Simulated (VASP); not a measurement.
A run of VASP 6.6.1:

INCAR

```
SYSTEM = Co
ALGO = Normal
EDIFF = 1E-6
ENCUT = 520
GGA = PE
ISIF = 2
ISMEAR = -1
ISPIN = 2
LASPH = .True.
LCHARG = .True.
LELF = .True.
LMAXMIX = 4
LORBIT = 11
LREAL = .False.
LVHAR = .True.
LWAVE = .False.
MAGMOM = 2 2
NBANDS = 20
NELM = 150
PREC = Accurate
SIGMA = 0.08
```

The input KPOINTS:

```
k-points
0
Gamma
  19 19 10
  0 0 0
```

The input POSCAR:

```
Co
1.0
    2.5684055861      0.0000000000      0.0000000000
   -1.2842027931      2.2243044849      0.0000000000
    0.0000000000      0.0000000000      4.1712360565
Co
2
Direct
    0.3333333333      0.6666666667      0.2500000000
    0.6666666667      0.3333333333      0.7500000000
```

Potentials or basis: VASP PAW PBE potentials, release 64 (Co).

The run is started by

```bash
$ cat potpaw_PBE.64/Co/POTCAR > POTCAR
$ mpirun -np 1 vasp_std > vasp.out
```

Hardware: 1 thread of Intel(R) Xeon(R) 6975P-C (Granite Rapids), with other jobs on the host.

Q: How long does it take, and how much memory?

A: Run time: 73 s on 1 thread of Intel(R) Xeon(R) 6975P-C (Granite Rapids) (shared host), peak memory 0.26 GiB. Counts: scf iterations 13, k points 240.
